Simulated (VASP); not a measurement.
Set up this calculation in VASP 6.6.1, as the native input.

| Item | Value |
| --- | --- |
| Task | single point |
| Functional | PBEsol |
| Dispersion | D3(BJ) |
| Potentials or basis | VASP PAW PBE potentials, release 64 (Ta_pv, N) |
| Cutoff | 520 eV |
| k mesh | 10 × 10 × 10 |
| Occupations | fermi-dirac, width 0.05 eV |
| Spin | no spin polarisation |
| Dipole correction | no |
| Further INCAR settings | ALGO = Normal; EDIFF = 1e-06; NBANDS = 15 |

The structure of TaN lies in POSCAR:

```
TaN
1.0
    0.0000000000      2.1728625593      2.1728625593
    2.1728625593      0.0000000000      2.1728625593
    2.1728625593      2.1728625593      0.0000000000
Ta N
1 1
Direct
    0.5000000000      0.5000000000      0.5000000000
    0.0000000000      0.0000000000      0.0000000000
```

The input as run:

INCAR

```
ALGO = Normal
EDIFF = 1E-6
ENCUT = 520
GGA = PS
ISIF = 2
ISMEAR = -1
IVDW = 12
LASPH = T
LCHARG = F
LREAL = F
LWAVE = F
NBANDS = 15
NELM = 100
PREC = Accurate
SIGMA = 0.05
```

KPOINTS

```
k-points
0
Gamma
  10 10 10
```

Potentials or basis: VASP PAW PBE potentials, release 64 (Ta_pv, N).

Command:

```sh
$ cat potpaw_PBE.64/Ta_pv/POTCAR potpaw_PBE.64/N/POTCAR > POTCAR
$ mpirun -np 1 vasp_std > vasp.out
```

Results of the run:

```yaml
Pressure: 1.1 GPa
Band_gap_on_the_k_mesh: zero (band 8 reaches 11.80 eV, above the bottom of band 9 at 7.55 eV)
Dispersion_energy_per_atom: -0.483 eV
```

Caveat: the PAW data sets were made with another functional, which shifts forces and pressure a little; spin-orbit coupling is left out, which moves the levels of the heavy elements; pairwise dispersion overbinds metals, which lowers pressure and volume.

Run time: 8.8 s on 1 thread of Intel Xeon 6975P-C, on a shared host, peak memory 0.16 GiB.
